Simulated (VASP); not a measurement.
Set up this calculation in VASP 6.6.1, as the native input.

```yaml
Task: single point
Functional: PBE
Potentials_or_basis: VASP PAW PBE potentials, release 64 (Ti_sv, Al)
Cutoff: 520 eV
k_mesh: 6 × 6 × 6
Occupations: gaussian, width 0.1 eV
Spin: collinear spin
Starting_moments: "[1.0, 1.0, 0.0] μB"
Dipole_correction: no
Further_INCAR_settings: ALGO = Normal; EDIFF = 1e-06; NBANDS = 24
```

The structure of Ti2Al lies in POSCAR:

```
Ti2Al
1.0
    0.0000000000      3.0912951057      3.0912951057
    3.0912951057      0.0000000000      3.0912951057
    3.0912951057      3.0912951057      0.0000000000
Ti Al
2 1
Direct
    0.2500000000      0.2500000000      0.2500000000
    0.7500000000      0.7500000000      0.7500000000
    0.0000000000      0.0000000000      0.0000000000
```

The cell was built from a structure type or drawn by symmetry, and may not be a known phase.

The input as run:

INCAR

```
PREC = Accurate
ENCUT = 520
EDIFF = 1E-6
ISMEAR = 0
SIGMA = 0.1
LREAL = False
LASPH = True
NELM = 150
ALGO = Normal
ISIF = 2
LWAVE = False
LCHARG = False
ISPIN = 2
MAGMOM = 1 1 0
LORBIT = 11
LMAXMIX = 4
GGA = PE
NBANDS = 24
```

KPOINTS

```
Automatic mesh
0
Gamma
  6 6 6
```

Potentials or basis: VASP PAW PBE potentials, release 64 (Ti_sv, Al).

The run is started by

```sh
$ cat potpaw_PBE.64/Ti_sv/POTCAR potpaw_PBE.64/Al/POTCAR > POTCAR
$ mpirun -np 1 vasp_std > vasp.out
```

Results of the run:

```yaml
Pressure: -0.1 GPa
Net_moment: 0.00 μB per cell
Valence_electrons_inside_the_program's_atomic_spheres: Ti 10.16; Al 0.94
```

Wall time 120 s on 1 thread of Intel Xeon 8259CL, with other jobs on the host, peak memory 0.25 GiB.
